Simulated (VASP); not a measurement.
Runs of VASP 6.6.1 on NaH. The structure is that of space group Pm-3m (No. 221), or close to it. The cells are those of the table. 

```csv
level,cell,k mesh,smearing,grid for exact exchange (PRECFOCK),share of exact exchange,screening parameter,gap on the mesh (eV),pressure (GPa)
r2SCAN,"a = 2.932, b = 2.932, c = 2.788 Å, 2 atoms",8 × 8 × 8,gaussian 0.01 eV,-,-,-,(a),1.1
HSE06,"a = 2.861, b = 2.861, c = 2.932 Å, 2 atoms",6 × 6 × 6,gaussian 0.01 eV,Normal,0.25,0.2079 1/Å,1.72,1.7
r2SCAN,"a = 3.024, b = 3.024, c = 2.960 Å, 2 atoms",8 × 8 × 8,gaussian 0.01 eV,-,-,-,1.53,-1.9
PBE,"a = 2.932, b = 2.932, c = 2.788 Å, 2 atoms",8 × 8 × 8,fermi-dirac 0.02 eV,-,-,-,0.85,(b)
HSE06,"a = 2.932, b = 2.932, c = 2.788 Å, 2 atoms",6 × 6 × 6,gaussian 0.01 eV,Normal,0.25,0.2079 1/Å,1.70,1.8
PBE,"a = 3.024, b = 3.024, c = 2.960 Å, 2 atoms",8 × 8 × 8,fermi-dirac 0.02 eV,-,-,-,0.96,(c)
```

Alike in all rows: task single point; potentials or basis VASP PAW PBE potentials, release 64 (Na_pv, H); no spin polarisation; cutoff (eV) 520.

Task: Estimate the missing entries.

Result: (a) 1.43; (b) 2.3; (c) -0.9.

Caveats: the PAW data sets were made with another functional, which shifts forces and pressure a little (at least some runs).

A k mesh can miss the band edges.
